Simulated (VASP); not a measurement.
LiTi12 (a cell with a defect): single point with PBEsol

System: LiTi12 (a cell with a defect).

```
CELL_PARAMETERS angstrom
5.90000 0.00000 0.00000
-4.42500 7.66432 0.00000
0.00000 0.00000 4.68460
ATOMIC_POSITIONS crystal
Ti 0.98591 0.99362 0.00148
Ti 0.15038 0.20906 0.51761
Ti 0.01442 0.34170 0.00091
Ti 0.18141 0.56729 0.49750
Ti 0.00023 0.66011 0.99754
Ti 0.23729 0.93242 0.47477
Ti 0.51278 0.00757 0.98581
Ti 0.69296 0.23899 0.50353
Ti 0.47612 0.30934 0.02159
Ti 0.61136 0.49484 0.53699
Ti 0.50281 0.66832 0.99471
Ti 0.64128 0.92363 0.48363
Li 0.82425 0.76646 0.49514
```

```
Program             : VASP 6.6.1
Task                : single point
Functional          : PBEsol
Potentials or basis : VASP PAW PBE potentials, release 64 (Ti_sv, Li_sv)
Cutoff              : 520 eV
k mesh              : 3 × 2 × 4
Occupations         : gaussian, width 0.05 eV
Spin                : no spin polarisation
```

* Largest force: 0.018 eV/Å
* Band gap on the k mesh: zero (an odd number of electrons rules out a gap without spin polarisation)

Forces on the atoms (eV/Å):
```
Ti   0.002  0.001  0.002
Ti   0.001 -0.004 -0.003
Ti  -0.001 -0.002 -0.005
Ti   0.001 -0.001  0.004
Ti   0.003 -0.003  0.000
Ti   0.003  0.009 -0.001
Ti  -0.005  0.005 -0.001
Ti  -0.001 -0.010  0.003
Ti   0.001  0.000 -0.006
Ti  -0.007 -0.013  0.010
Ti  -0.007  0.001  0.000
Ti   0.005  0.014 -0.001
Li   0.003  0.003 -0.003
```

Levels at points of the mesh, in eV from the Fermi level:
```tsv
k point	band 72	band 73	band 74	band 75	band 76	band 77
(0.00, 0.00, 0.00)	-0.09	0.13	0.32	0.36	0.52	0.55
(0.00, 0.50, 0.00)	-0.21	0.05	0.12	0.24	0.29	0.49
(0.00, 0.00, 0.50)	-0.12	-0.01	0.08	0.10	0.21	0.29
(0.00, 0.50, 0.50)	-0.20	-0.08	0.05	0.12	0.18	0.25
```

Wall time 19 min on 1 thread of Intel(R) Xeon(R) Platinum 8375C CPU @ 2.90GHz (Ice Lake) (shared host), peak memory 0.41 GiB.

Caveat: the k points lie up to 0.41 Å⁻¹ apart, too coarse for converged energies and pressures of a metal; the PAW data sets were made with another functional, which shifts forces and pressure a little.
